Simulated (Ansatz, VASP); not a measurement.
**One calculation of TiCo2, two programs**

```
Ti Co
1.0
     0.00000    3.28236    3.28236
     3.28236    0.00000    3.28236
     3.28236    3.28236    0.00000
Ti Co
2 4
Direct
  0.50000 0.50000 0.50000
  0.75000 0.75000 0.75000
  0.12500 0.12500 0.12500
  0.62500 0.12500 0.12500
  0.12500 0.12500 0.62500
  0.12500 0.62500 0.12500
```

Alike in both runs: functional PBEsol; k mesh 4 × 4 × 4; occupations gaussian, width 0.1 eV; collinear spin.

Ansatz relaxed the structure, and its values are those at the end. VASP's run is a single point on that final structure, the one shown.

|  | VASP | Ansatz |
| --- | --- | --- |
| version | VASP 6.6.1 | Ansatz 0.2.0 |
| potentials or method | VASP PAW PBE potentials, release 64 (Ti_sv, Co), cutoff 520 eV | scalar-relativistic, plane waves, PAW |
| valence electrons in the cell | 60 | 92 |

Ansatz gave:

```
gap on the k mesh at the Fermi level (eV)                     : none
pressure (GPa)                                                : 0.0
net moment per atom (μB)                                      : 0.30
size of the moment on the site where the two differ most (μB) : 0.55
```

Question: Estimate VASP's values.

Answer: gap on the k mesh at the Fermi level (eV): none; pressure (GPa): -0.9; net moment per atom (μB): 0.26; size of the moment on the site where the two differ most (μB): 0.46.

VASP's potentials were made for PBE, not for PBEsol. Site moments also hang on the region over which each program counts them. A gap of «none» marks a metal or a gap that the smearing closes. VASP's potentials hold 60 valence electrons a cell and Ansatz's 92, so a difference there can come from the potentials and not from the codes.

The k mesh is coarse, so the values compare programs but aren't converged.
